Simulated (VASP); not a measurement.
# CuO: single point with PBEsol

The system is CuO.

```xyz
6
Lattice="3.8133 0.0000 0.0000 0.0000 3.8133 0.0000 0.0000 0.0000 3.8184" Properties=species:S:1:pos:R:3 pbc="T T T"
Cu    1.9066    0.0000    1.9092
Cu    0.0000    1.9066    1.9092
Cu    0.0000    0.0000    0.0000
O     0.0000    0.0000    1.9092
O     1.9066    0.0000    0.0000
O     0.0000    1.9066    0.0000
```

```
Program             : VASP 6.6.1
Task                : single point
Functional          : PBEsol
Potentials or basis : VASP PAW PBE potentials, release 64 (Cu, O)
Cutoff              : 520 eV
k mesh              : 7 × 7 × 7
Occupations         : fermi-dirac, width 0.05 eV
Spin                : no spin polarisation
```

```yaml
Pressure: 31.1 GPa
Band_gap_on_the_k_mesh: zero (an odd number of electrons rules out a gap without spin polarisation)
```

Stress tensor (GPa, compression positive):
```
31.00  0.00  0.00
 0.00 31.00  0.00
 0.00  0.00 31.39
```

Levels at points of the mesh, in eV from the Fermi level:
```
           k point  band 23  band 24  band 25  band 26  band 27  band 28  band 29  band 30
(0.00, 0.00, 0.00)    -1.87    -1.75    -1.75    -1.73    -1.45     1.50     7.34     9.12
```

Run time: 61 s on 1 thread of Intel(R) Xeon(R) Platinum 8488C (Sapphire Rapids), with other jobs on the host, peak memory 0.19 GiB.

Caveat: the cell stands under pressure; the PAW data sets were made with another functional, which shifts forces and pressure a little; an odd number of electrons without spin polarisation forces a metal; a magnetic or distorted state may lie lower; semilocal functionals often make such compounds metallic where correlation or magnetic order opens a gap, which also shifts bond lengths. With open d or f shells a metallic result of PBEsol can be an artefact of self-interaction; +U or a hybrid may open a gap.
